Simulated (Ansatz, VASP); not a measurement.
# Os: VASP beside Ansatz

The input INCAR:

```
SYSTEM = Os
PREC = Accurate
ENCUT = 520
EDIFF = 1E-6
ISMEAR = -1
SIGMA = 0.1
LREAL = .False.
LASPH = .True.
NELM = 60
ALGO = Normal
ISIF = 2
LWAVE = .False.
LCHARG = .False.
GGA = RE
NBANDS = 10
```

Contents of KPOINTS:

```
regular mesh
0
Gamma
  16 16 16
  0 0 0
```

File POSCAR:

```
Os
1.0
   -1.5708284413      1.5708284413      1.5708284413
    1.5708284413     -1.5708284413      1.5708284413
    1.5708284413      1.5708284413     -1.5708284413
Os
1
Direct
    0.0000000000      0.0000000000      0.0000000000
```

Input for Ansatz:

```yaml
crystal:
  lattice:
    - [-1.5708284413, 1.5708284413, 1.5708284413]
    - [1.5708284413, -1.5708284413, 1.5708284413]
    - [1.5708284413, 1.5708284413, -1.5708284413]
  atoms:
    - { symbol: Os, position: [0.0, 0.0, 0.0] }
hamiltonian:
  xc: revpbe
  pseudopotentials:
    kind: paw
    azcp:
      Os: "pseudopotentials/Os.paw.azcp"
basis:
  ecutwfc: 420
  fft_grid_basis: typed
kpoints:
  mp_grid: { grid: [16, 16, 16], shift: [0, 0, 0] }
magnetization:
  spin_polarized: false
scf:
  occupations: { method: fermi_dirac, width: 0.1 }
  lower_state_search: "off"
output:
  stress: true
  write_density: true
  write_potential: true
  elf: true
  volumetric_format: npy
```

Alike in both runs: task single point; functional revPBE; k mesh 16 × 16 × 16; occupations fermi-dirac, width 0.1 eV; no spin polarisation.

|  | VASP | Ansatz |
| --- | --- | --- |
| version | VASP 6.6.1 | Ansatz 0.2.0 |
| potentials or method | VASP PAW PBE potentials, release 64 (Os), cutoff 520 eV | plane waves (420 eV) with PAW, scalar-relativistic |
| valence electrons in the cell | 8 | 16 |

VASP gave:

```
pressure (GPa) : -12.4
```

Problem. Which values does Ansatz return?

Solution. Pressure (GPa): -12.1.

VASP's potentials were made for PBE, not for revPBE. The functional is the same, so the differences come from potentials, cutoffs and numerics. VASP's potentials hold 8 valence electrons a cell and Ansatz's 16, so a difference there can come from the potentials and not from the codes.

Neither program's run includes spin-orbit coupling.
